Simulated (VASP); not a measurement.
CaS: single point with PBE

CaS:

```xyz
2
Lattice="0.0000 2.8270 2.8270 2.8270 0.0000 2.8270 2.8270 2.8270 0.0000" Properties=species:S:1:pos:R:3 pbc="T T T"
Ca    0.0000    0.0000    0.0000
S     2.8270    2.8270    2.8270
```

```json
{"Program": "VASP 6.6.1", "Task": "single point", "Functional": "PBE", "Potentials or basis": "VASP PAW PBE potentials, release 64 (Ca_sv, S)", "Cutoff": "500 eV", "k mesh": "8 × 8 × 8", "Occupations": "gaussian, width 0.02 eV", "Spin": "no spin polarisation"}
```

* Pressure: 2.0 GPa
* Band gap on the k mesh: 2.31 eV (least direct gap 3.13 eV)

Levels at points of the mesh, in eV from the valence-band top:
```csv
k point,band 6,band 7,band 8,band 9,band 10,band 11
"(0.00, 0.00, 0.00)",0.00,0.00,0.00,4.16,4.16,4.16
"(0.50, 0.00, 0.00)",-3.17,-1.20,-1.20,5.26,6.14,6.27
"(0.50, 0.50, 0.00)",-2.32,-0.82,-0.82,2.31,5.65,6.13
```

Run time: 8.2 s on 1 thread of Intel(R) Xeon(R) 6975P-C (Granite Rapids), with other jobs on the host, peak memory 0.17 GiB.

A k mesh can miss the band edges.
